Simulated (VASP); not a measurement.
# Mg16O17 (a cell with a defect) (O interstitial hop between voids) in VASP: single point with PBE

Aim: the single point of Mg16O17 (a cell with a defect) (O interstitial hop between voids) with PBE.

All numbers are computed with VASP 6.6.1; they aren't measurements. Logs are shortened: lines on timing, memory, paths and dates and some standing lists are left out, and cuts for length are marked.

## Step 1: The cell of the first run

The cell holds a defect, 33 atoms: a = 7.369 Å, b = 7.369 Å, c = 7.369 Å, α = 109.47°, β = 109.47°, γ = 109.47°.

## Step 2: Single point, PBE

The input, INCAR:

```
SYSTEM = Mg16O17
PREC = Accurate
ENCUT = 520
EDIFF = 1E-6
ISMEAR = -1
SIGMA = 0.01
LREAL = Auto
LASPH = .True.
NELM = 60
ALGO = Normal
ISIF = 2
LWAVE = .False.
LCHARG = .True.
GGA = PE
LELF = .True.
LVHAR = .True.
NBANDS = 89
```

The input, KPOINTS:

```
Automatic mesh
0
Gamma
  1 1 1
  0.25 0.25 0.25
```

The input, POSCAR:

```
Mg16O17
1.0
   -4.2543812300      4.2543812300      4.2543812300
    4.2543812300     -4.2543812300      4.2543812300
    4.2543812300      4.2543812300     -4.2543812300
Mg O
16 17
Direct
   -0.0067356446     -0.0073676989     -0.0062124193
    0.0007452318      0.2536355916      0.7547955452
   -0.0057912064      0.5070554056      0.5082090398
    0.0008337288      0.7533774776      0.2543338130
    0.2588610283      0.0095107838      0.7569004341
    0.2348468428      0.2435489309      0.4984217176
    0.2352524247      0.4972719617      0.2448866107
    0.2585808466      0.7556647668      0.0105377251
    0.4928432330     -0.0007360647      0.5007483779
    0.4996136653      0.2598393139      0.2609393564
    0.4928159670      0.4996948757      0.0005073593
    0.5000275916      0.7464342823      0.7474504113
    0.7468771199      0.0071522739      0.2474690074
    0.7470856108      0.2466182374      0.0082303391
    0.7462013459      0.4735555868      0.7787581368
    0.7472611945      0.7782892085      0.4748467264
    0.0012059333      0.0065533619      0.5023861014
   -0.0088565171      0.2490329246      0.2501085217
    0.0010290568      0.5013262528      0.0074734722
    0.0498891586      0.7781668640      0.7789292545
    0.2468621036      0.0002665488      0.2541085158
    0.2469578872      0.2531956921      0.0016958988
    0.2467968767      0.5002236248      0.7543773880
    0.2469147552      0.7531256196      0.5013201414
    0.5027734668      0.0046369845      0.0057927343
    0.4923858222      0.2468643366      0.7532552507
    0.4442231191      0.4754171972      0.4770652629
    0.4923703088      0.7518270759      0.2482447959
    0.7469369406      0.0099666668      0.7519597627
    0.7465726103      0.2437902115      0.5036983956
    0.7467829816      0.5027915658      0.2451022707
    0.7467426703      0.7508580748      0.0110273380
    0.7473550977      0.6279154019      0.6286345429
```

Potentials or basis: VASP PAW PBE potentials, release 64 (Mg, O).

Started as:

```console
> cat potpaw_PBE.64/Mg/POTCAR potpaw_PBE.64/O/POTCAR > POTCAR
> mpirun -np 1 vasp_std > vasp.out
```

OUTCAR:

```text
SYSTEM = Mg16O17
   PREC = Accurate
   ENCUT = 520
   EDIFF = 1E-6
   ISMEAR = -1
   LREAL = Auto
   LASPH = .True.
   NELM = 60
   ISIF = 2
   GGA = PE

 ion  position               nearest neighbor table
   1  0.993  0.993  0.994-  20 2.10  29 2.15  32 2.15  21 2.15  22 2.16  18 2.19  33 2.54  12 2.97
                             4 3.01   2 3.01  13 3.01  14 3.01   8 3.02   5 3.03   7 3.04   6 3.04
   2  0.001  0.254  0.755-  23 2.10  22 2.10  29 2.11  30 2.11  17 2.13  19 2.13  15 2.87  16 2.88
                             7 2.95   6 2.95  11 2.96   3 3.01   1 3.01   8 3.02   5 3.02  14 3.05
   3  0.994  0.507  0.508-  20 2.10  23 2.15  24 2.15  31 2.16  30 2.16  18 2.18  33 2.55  10 2.98
                            13 3.01   2 3.01  14 3.01   4 3.01   8 3.02   5 3.02   6 3.03   7 3.04
   4  0.001  0.753  0.254-  21 2.10  24 2.10  32 2.11  31 2.11  19 2.12  17 2.13  16 2.87  15 2.88
                             6 2.95   7 2.95   9 2.96   1 3.01   3 3.01   8 3.02   5 3.02  14 3.05
   5  0.259  0.010  0.757-  20 1.98  26 2.02  25 2.12  24 2.13  22 2.13  17 2.17  14 2.94   9 2.95
                            11 2.95   6 2.97   2 3.02   4 3.02   3 3.02   1 3.03  10 3.03  12 3.03
   6  0.235  0.244  0.498-  27 1.98  17 2.02  18 2.12  21 2.13  23 2.13  26 2.17  13 2.94   4 2.95
                             2 2.95   5 2.97  11 3.02   9 3.02  10 3.02  12 3.03   3 3.03   1 3.04
   7  0.235  0.497  0.245-  27 1.98  19 2.02  18 2.12  22 2.12  24 2.13  28 2.16  14 2.94   2 2.95
                             4 2.95   8 2.97  11 3.02   9 3.02  10 3.02  12 3.03   3 3.04   1 3.04
   8  0.259  0.756  0.011-  20 1.98  28 2.02  25 2.12  23 2.13  21 2.13  19 2.16  13 2.94   9 2.95
                            11 2.95   7 2.97   4 3.02   2 3.02   1 3.02   3 3.02  10 3.03  12 3.04
   9  0.493  0.999  0.501-  24 2.10  21 2.10  29 2.11  30 2.11  28 2.13  26 2.13  15 2.87  16 2.88
                             5 2.95   8 2.95   4 2.96  12 3.01  10 3.01   7 3.02   6 3.02  13 3.05
  10  0.500  0.260  0.261-  27 2.10  22 2.15  21 2.15  30 2.15  31 2.15  25 2.18  33 2.56   3 2.98
                            13 3.01  14 3.01  11 3.01   9 3.01   7 3.02   6 3.02   5 3.03   8 3.03
  11  0.493  0.500  0.001-  23 2.10  22 2.10  32 2.11  31 2.11  26 2.13  28 2.13  16 2.87  15 2.87
                             5 2.95   8 2.95   2 2.96  12 3.01  10 3.01   7 3.02   6 3.02  14 3.05
  12  0.500  0.746  0.747-  27 2.09  24 2.15  32 2.15  29 2.15  23 2.16  25 2.19  33 2.54   1 2.97
                             9 3.01  11 3.01  13 3.01  14 3.01   7 3.03   6 3.03   5 3.03   8 3.04
  13  0.747  0.007  0.247-  25 2.06  18 2.06  32 2.10  30 2.10  17 2.17  28 2.17  16 2.75  14 2.88
                             6 2.94   8 2.94   3 3.01  10 3.01  12 3.01   1 3.01   9 3.05   2 3.05
  14  0.747  0.247  0.008-  18 2.06  25 2.06  29 2.10  31 2.10  19 2.17  26 2.17  15 2.75  13 2.88
                             7 2.94   5 2.94   3 3.01  10 3.01   1 3.01  12 3.01   4 3.05   2 3.05
  15  0.746  0.474  0.779-  33 1.83  26 1.95  19 1.95  30 2.17  32 2.18  27 2.58  20 2.59  14 2.75
                             9 2.87   2 2.87  11 2.87   4 2.88   6 3.09   8 3.10  10 3.13   3 3.14
  16  0.747  0.778  0.475-  33 1.83  17 1.95  28 1.95  31 2.17  29 2.18  20 2.58  27 2.59  13 2.75
                             4 2.87  11 2.87   2 2.88   9 2.88   5 3.09   7 3.10   3 3.13  10 3.14
  17  0.001  0.007  0.502-  16 1.95   6 2.02   2 2.13   4 2.13   5 2.17  13 2.17
  18  0.991  0.249  0.250-  13 2.06  14 2.06   6 2.12   7 2.12   3 2.18   1 2.19
  19  0.001  0.501  0.007-  15 1.95   7 2.02   4 2.12   2 2.13   8 2.16  14 2.17
  20  0.050  0.778  0.779-  33 1.82   5 1.98   8 1.98   3 2.10   1 2.10  16 2.58  15 2.59
  21  0.247  0.000  0.254-   4 2.10   9 2.10   6 2.13   8 2.13  10 2.15   1 2.15
  22  0.247  0.253  0.002-  11 2.10   2 2.10   7 2.12   5 2.13  10 2.15   1 2.16
  23  0.247  0.500  0.754-  11 2.10   2 2.10   8 2.13   6 2.13   3 2.15  12 2.16
  24  0.247  0.753  0.501-   9 2.10   4 2.10   5 2.13   7 2.13   3 2.15  12 2.15
  25  0.503  0.005  0.006-  13 2.06  14 2.06   5 2.12   8 2.12  10 2.18  12 2.19
  26  0.492  0.247  0.753-  15 1.95   5 2.02  11 2.13   9 2.13   6 2.17  14 2.17
  27  0.444  0.475  0.477-  33 1.82   6 1.98   7 1.98  12 2.09  10 2.10  15 2.58  16 2.59
  28  0.492  0.752  0.248-  16 1.95   8 2.02   9 2.13  11 2.13   7 2.16  13 2.17
  29  0.747  0.010  0.752-  14 2.10   9 2.11   2 2.11   1 2.15  12 2.15  16 2.18
  30  0.747  0.244  0.504-  13 2.10   9 2.11   2 2.11  10 2.15   3 2.16  15 2.17
  31  0.747  0.503  0.245-  14 2.10   4 2.11  11 2.11  10 2.15   3 2.16  16 2.17
  32  0.747  0.751  0.011-  13 2.10  11 2.11   4 2.11   1 2.15  12 2.15  15 2.18
  33  0.747  0.628  0.629-  20 1.82  27 1.82  16 1.83  15 1.83   1 2.54  12 2.54   3 2.55  10 2.56

  LATTYP: Found a body centered cubic cell.
 ALAT       =     8.5087624600

  Lattice vectors:

 A1 = (  -4.2543812300,   4.2543812300,   4.2543812300)
 A2 = (   4.2543812300,  -4.2543812300,   4.2543812300)
 A3 = (   4.2543812300,   4.2543812300,  -4.2543812300)

Analysis of symmetry for initial positions (statically):
=====================================================================
 Subroutine PRICEL returns:
 Original cell was already a primitive cell.

 Routine SETGRP: Setting up the symmetry group for a
 body centered cubic supercell.

 Subroutine GETGRP returns: Found  1 space group operations
 (whereof  1 operations were pure point group operations)
 out of a pool of 48 trial point group operations.

The static configuration has the point symmetry C_1 .

Analysis of symmetry for dynamics (positions and initial velocities):
=====================================================================
[... 124 lines left out ...]

 Found      1 irreducible k-points:

 Following reciprocal coordinates:
            Coordinates               Weight
  0.250000  0.250000  0.250000      2.000000
   k-points           NKPTS =      1   k-points in BZ     NKDIM =      1   number of bands    NBANDS=     89
   number of dos      NEDOS =    301   number of ions     NIONS =     33
   total plane-waves  NPLWV = 175616
   dimension x,y,z NGX =    56 NGY =   56 NGZ =   56
   dimension x,y,z NGXF=   112 NGYF=  112 NGZF=  112
   ions per type =              16  17
   NGX,Y,Z   is equivalent  to a cutoff of  12.63, 12.63, 12.63 a.u.
   NGXF,Y,Z  is equivalent  to a cutoff of  25.27, 25.27, 25.27 a.u.
 SYSTEM =  Mg16O17
   PREC   = accura    normal or accurate (medium, high low for compatibility)
   ISTART =      0    job   : 0-new  1-cont  2-samecut
   ICHARG =      2    charge: 1-file 2-atom 10-const
   ISPIN  =      1    spin polarized calculation?
   LNONCOLLINEAR =      F non collinear calculations
   LSORBIT =      F    spin-orbit coupling
   LASPH  =      T    aspherical Exc in radial PAW
   ENCUT  =  520.0 eV  38.22 Ry    6.18 a.u.  13.70 13.70 13.70*2*pi/ulx,y,z
   NELM   =     60;   NELMIN=  2; NELMDL= -5     # of ELM steps
   EDIFF  = 0.1E-05   stopping-criterion for ELM
   LREAL  =      T    real-space projection
   EDIFFG = 0.1E-04   stopping-criterion for IOM
   NSW    =      0    number of steps for IOM
   IBRION =     -1    ionic relax: 0-MD 1-quasi-New 2-CG
   NFREE  =      0    steps in history (QN), initial steepest desc. (CG)
   ISIF   =      2    stress and relaxation
   ISYM   =      2    0-nonsym 1-usesym 2-fastsym
   POTIM  = 0.5000    time-step for ionic-motion
   TEBEG  =    0.0;   TEEND  =   0.0 temperature during run
   PSTRESS=    0.0 pullay stress
   NELECT =     134.0000    total number of electrons
   NUPDOWN=      -1.0000    fix difference up-down
   EMIN   =  10.00;   EMAX   =-10.00  energy-range for DOS
   EFERMI =   0.00;   METHOD = LEGACY
   ISMEAR =    -1;   SIGMA  =   0.01  broadening in eV -4-tet -1-fermi 0-gaus
   EFERMI_NEDOS =   21; number of points for ismear=-14 and -15
   IALGO  =     38    algorithm
   IMIX   =      4    mixing-type and parameters
     AMIX     =   0.40;   BMIX     =  1.00
     AMIX_MAG =   1.60;   BMIX_MAG =  1.00
  volume/ion in A,a.u.               =       9.33        62.99
  Fermi-wavevector in a.u.,A,eV,Ry     =   1.240471  2.344151 20.936222  1.538769
  Thomas-Fermi vector in A             =   2.374910
   LORBIT       =      0    0 simple, 1 ext, 2 COOP (PROOUT), +10 PAW based schemes
   GGA     = PE    functional components
   LHFCALC =     F    Hartree Fock is set to
   AEXX    =    0.0000 exact exchange contribution
   IVDW    =     0    specifies the selected vdW correction
   LEPSILON=     F    determine dielectric tensor
   LRPA    =     F    only Hartree local field effects (RPA)
 non-spin polarized calculation
  energy-cutoff  :      520.00
  volume of cell :      308.01
 maximum number of plane-waves:      8280
 NGX is ok and might be reduce to    54
   NGX = 27   NGY = 27   NGZ = 27

 number of electron     133.9999998 magnetization

 Free energy of the ion-electron system (eV)
  ---------------------------------------------------
  ext. energy  EPLUGINS =         0.00000000
  ---------------------------------------------------
  free energy    TOTEN  =      -191.98891014 eV

  energy without entropy =     -191.98891014  energy(sigma->0) =     -191.98891014

 E-fermi :   3.6379     XC(G=0): -11.0621

 val. band max:        3.3828882817   @ k =   0.2500   0.2500   0.2500
 cond. band min:       6.5558190767   @ k =   0.2500   0.2500   0.2500
 fundamental gap:      3.1729307950
 Fermi energy:         3.6378538345

 k-point     1 :       0.2500    0.2500    0.2500
  band No.  band energies     occupation
      1     -15.3243      2.00000
      2     -13.7528      2.00000
      3     -13.6348      2.00000
      4     -13.5100      2.00000
      5     -13.2116      2.00000
      6     -13.0606      2.00000
[... 71 lines left out ...]
     78      12.6386      0.00000
     79      12.7456      0.00000
 [bands above 79 left out]

------------------------ aborting loop because EDIFF is reached ----------------------------------------

  FORCE on cell =-STRESS in cart. coord.  units (eV):
  Direction    XX          YY          ZZ          XY          YZ          ZX
  --------------------------------------------------------------------------------------
  -------------------------------------------------------------------------------------
  Total        5.5850715     15.9200252     16.1975925     -0.0184076     -3.5585096     -0.0246498
  in kB       29.0516041     82.8104470     84.2542562     -0.0957500    -18.5101320     -0.1282198
  external PRESSURE =      65.3721024 kB  Pullay stress =       0.0000000 kB

 VOLUME and BASIS-vectors are now :
 -----------------------------------------------------------------------------
  energy-cutoff  :      520.00
  volume of cell :      308.01
      direct lattice vectors                 reciprocal lattice vectors
    -4.254381230  4.254381230  4.254381230     0.000000000  0.117525904  0.117525904
     4.254381230 -4.254381230  4.254381230     0.117525904  0.000000000  0.117525904
     4.254381230  4.254381230 -4.254381230     0.117525904  0.117525904  0.000000000

 POSITION                                       TOTAL-FORCE (eV/Angst)
 -----------------------------------------------------------------------------------
      4.22526      4.23064      4.22081         0.014470      0.004534      0.012666
      4.28708      2.13530     -2.12895        -0.008633      0.006008     -0.002340
      0.08958      4.23465      4.22484        -0.003146     -0.002759      0.003847
      4.28364     -2.11957      2.12667         0.011429      0.000556     -0.000221
      2.15931      4.28097     -2.07839         0.001843     -0.001758     -0.008611
      2.15750      2.08345     -0.08520         0.013934     -0.001026      0.016816
[... 25 lines left out ...]
      0.06442      0.02941      6.32445        -0.014609     -0.000915      0.003967
      2.16631      3.18259      3.17647        -0.009370      0.049013     -0.029980
 -----------------------------------------------------------------------------------
    total drift:                               -0.003615      0.000683      0.008713

  FREE ENERGIE OF THE ION-ELECTRON SYSTEM (eV)
  ---------------------------------------------------
  free  energy   TOTEN  =      -191.9889101433 eV

  energy  without entropy=     -191.9889101433  energy(sigma->0) =     -191.98891014
```

It took 68 s on 1 thread of AMD EPYC 9R14 (Zen 4), shared host; peak memory 0.36 GiB.

Results:

```yaml
Free_energy: -191.9889 eV
Pressure: 6.5 GPa
Largest_force: 0.058 eV/Å
Band_gap_on_the_k_mesh: 3.17 eV
```

Forces on the atoms (eV/Å):
```
Mg   0.014  0.005  0.013
Mg  -0.009  0.006 -0.002
Mg  -0.003 -0.003  0.004
Mg   0.011  0.001  0.000
Mg   0.002 -0.002 -0.009
Mg   0.014 -0.001  0.017
Mg   0.021  0.010 -0.006
Mg  -0.002 -0.004  0.006
Mg   0.000 -0.003  0.002
Mg   0.005 -0.001 -0.002
Mg   0.005  0.006 -0.007
Mg   0.004 -0.002 -0.005
Mg   0.001  0.000 -0.004
Mg   0.001  0.001 -0.014
Mg   0.017 -0.001  0.019
Mg   0.021 -0.016 -0.014
O   -0.005  0.006  0.018
O   -0.007 -0.004 -0.004
O   -0.008  0.002  0.002
O    0.005  0.015  0.000
O   -0.005  0.000 -0.011
O   -0.014 -0.014  0.003
O   -0.002 -0.008  0.000
O   -0.001 -0.002 -0.004
O    0.001 -0.005 -0.002
O   -0.007  0.001 -0.007
O   -0.021 -0.015  0.004
O   -0.006 -0.025  0.017
O    0.001  0.002 -0.001
O    0.003 -0.001  0.010
O   -0.014  0.003  0.003
O   -0.015 -0.001  0.004
O   -0.009  0.049 -0.030
```

Caveat: the k points lie up to 1.04 Å⁻¹ apart.
